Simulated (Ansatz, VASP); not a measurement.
# One calculation of Be4Ga2C, two programs

INCAR

```
SYSTEM = Be4Ga2C
  ALGO = Normal
  EDIFF = 1E-7
  ENCUT = 520
  GGA = PE
  ISIF = 2
  ISMEAR = 0
  LASPH = .True.
  LCHARG = .False.
  LREAL = .False.
  LWAVE = .False.
  NBANDS = 28
  NELM = 100
  PREC = Accurate
  SIGMA = 0.1
```

File KPOINTS:

```
k-points
0
Gamma
  4 4 6
  0 0 0
```

POSCAR

```
Be4Ga2C
1.0
    3.0280014600     -4.1067216400      0.0000000000
    3.0280014600      4.1067216400      0.0000000000
   -0.2930795700      0.0000000000      3.0578287500
Be Ga C
4 2 1
Direct
    0.2417720000      0.2417720000      0.4642629900
    0.2367690100      0.7632309900      0.0000000000
    0.7582280000      0.7582280000      0.5357370100
    0.7632309900      0.2367690100      0.0000000000
    0.0000000000      0.5000000000      0.5000000000
    0.5000000000      0.0000000000      0.5000000000
    0.0000000000      0.0000000000      0.0000000000
```

Input for Ansatz:

```yaml
crystal:
  lattice:
    - [3.02800146, -4.10672164, 0.0]
    - [3.02800146, 4.10672164, 0.0]
    - [-0.29307957, 0.0, 3.05782875]
  atoms:
    - { symbol: Be, position: [0.241772, 0.241772, 0.46426299] }
    - { symbol: Be, position: [0.23676901, 0.76323099, 0.0] }
    - { symbol: Be, position: [0.758228, 0.758228, 0.53573701] }
    - { symbol: Be, position: [0.76323099, 0.23676901, 0.0] }
    - { symbol: Ga, position: [0.0, 0.5, 0.5] }
    - { symbol: Ga, position: [0.5, 0.0, 0.5] }
    - { symbol: C, position: [0.0, 0.0, 0.0] }
basis:
  ecutwfc: 420
kpoints:
  mp_grid: { grid: [4, 4, 6] }
hamiltonian:
  xc: pbe
scf:
  occupations: { method: gaussian, width: 0.1 }
  lower_state_search: "off"
output:
  forces: true
  stress: true
  eigenvalues: true
```

Change from the starting cell: species swapped into the Li2CrCl4 type (C2/m, No. 12).

Alike in both runs: task single point; functional PBE; k mesh 4 × 4 × 6; occupations gaussian, width 0.1 eV; no spin polarisation.

|  | VASP | Ansatz |
| --- | --- | --- |
| version | VASP 6.6.1 | Ansatz 0.2.0 |
| potentials or method | VASP PAW PBE potentials, release 64 (Be, Ga_d, C), cutoff 520 eV | scalar-relativistic, plane waves, PAW |
| valence electrons in the cell | 38 | 38 |

VASP gave:

* gap on the k mesh at the Fermi level (eV): none
* pressure (GPa): 21.5
* traceless stress, the component that is largest in VASP (GPa): -6.47
* rms of the force components (eV/Å): 0.776

Task: Which values does Ansatz return?

Result: gap on the k mesh at the Fermi level (eV): none; pressure (GPa): 21.3; traceless stress, the component that is largest in VASP (GPa): -6.46; rms of the force components (eV/Å): 0.780.

Atom by atom the forces differ by 0.004 eV/Å (rms over components). A gap of «none» marks a metal or a gap that the smearing closes. With one functional, cell and mesh, what is left measures potentials, basis and numerics.
